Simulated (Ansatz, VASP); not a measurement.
ZrS2: VASP beside Ansatz

Contents of POSCAR:

```
ZrS2
1.0
    3.7478870667      0.0000000000      0.0000000000
   -1.8739435333      3.2457654103      0.0000000000
    0.0000000000      0.0000000000      5.9739933996
Zr S
1 2
Direct
    0.0000000000      0.0000000000      0.0000000000
    0.3333333333      0.6666666667      0.2363139764
    0.6666666667      0.3333333333      0.7636860236
```

INCAR.step1

```
SYSTEM = ZrS2
PREC = Accurate
ENCUT = 550
ISMEAR = -1
SIGMA = 0.02
LREAL = .FALSE.
LASPH = .TRUE.
NELM = 200
LNONCOLLINEAR = .TRUE.
MAGMOM = 0 0 0 0 0 0 0 0 0
LSORBIT = .TRUE.
GGA_COMPAT = .FALSE.
LMAXMIX = 4
NBANDS = 37
GGA = PE
ALGO = Normal
EDIFF = 1E-5
LWAVE = .TRUE.
LCHARG = .FALSE.
```

File INCAR.step2:

```
SYSTEM = ZrS2
PREC = Accurate
ENCUT = 550
EDIFF = 1E-6
ISMEAR = -1
SIGMA = 0.02
LREAL = .FALSE.
LASPH = .TRUE.
NELM = 200
ALGO = Normal
ISIF = 2
LWAVE = .FALSE.
LCHARG = .FALSE.
LNONCOLLINEAR = .TRUE.
MAGMOM = 0 0 0 0 0 0 0 0 0
LORBIT = 11
LSORBIT = .TRUE.
GGA_COMPAT = .FALSE.
LORBMOM = .TRUE.
LMAXMIX = 4
METAGGA = R2SCAN
LMIXTAU = .TRUE.
NBANDS = 37
ISTART = 1
```

The input KPOINTS:

```
regular mesh
0
G
  12 12 4
  0 0 0
```

Input for Ansatz:

```yaml
crystal:
  lattice:
    - [3.7478870667, 0.0, 0.0]
    - [-1.8739435333, 3.2457654103, 0.0]
    - [0.0, 0.0, 5.9739933996]
  atoms:
    - { symbol: Zr, position: [0.0, 0.0, 0.0] }
    - { symbol: S, position: [0.3333333333, 0.6666666667, 0.2363139764] }
    - { symbol: S, position: [0.6666666667, 0.3333333333, 0.7636860236] }
kpoints:
  mp_grid: { grid: [12, 12, 4] }
  band_path:
    path:
      - [0.0, 0.0, 0.0]
      - [0.5, 0.0, 0.0]
      - [0.3333333333, 0.3333333333, 0.0]
      - [0.0, 0.0, 0.5]
      - [0.5, 0.0, 0.5]
      - [0.3333333333, 0.3333333333, 0.5]
      - [-0.125, 0.0625, 0.0]
      - [0.0, 0.5, 0.5]
    npoints: 1
hamiltonian:
  xc: r2scan
scf:
  occupations: { method: fermi_dirac, width: 0.02 }
  n_extra_bands: 8
magnetization:
  noncollinear: true
  spin_orbit: true
output:
  forces: true
  stress: true
  eigenvalues: true
```

Change from the starting cell: hydrostatic strain +2.0%.

Alike in both runs: task single point; functional r2SCAN; k mesh 12 × 12 × 4; occupations fermi-dirac, width 0.02 eV; non-collinear spin, spin-orbit coupling.

```csv
,VASP,Ansatz
version,VASP 6.6.1,Ansatz 0.2.0
potentials or method,"VASP PAW PBE potentials, release 64 (Zr_sv, S)","plane waves, PAW"
plane-wave cutoff (eV),550,500
valence electrons in the cell,24,24
```

|  | VASP | Ansatz | Ansatz less VASP |
| --- | --- | --- | --- |
| pressure (GPa) | -1.6 | -1.6 | +0.03 |
| traceless stress, the component that is largest in VASP (GPa) | 1.67 | 1.66 | -0.018 |
| rms of the force components (eV/Å) | 0.015 | 0.016 | +0.0013 |

VASP's potentials were made for PBE, not for r2SCAN. Atom by atom the forces differ by 0.001 eV/Å (rms over components).
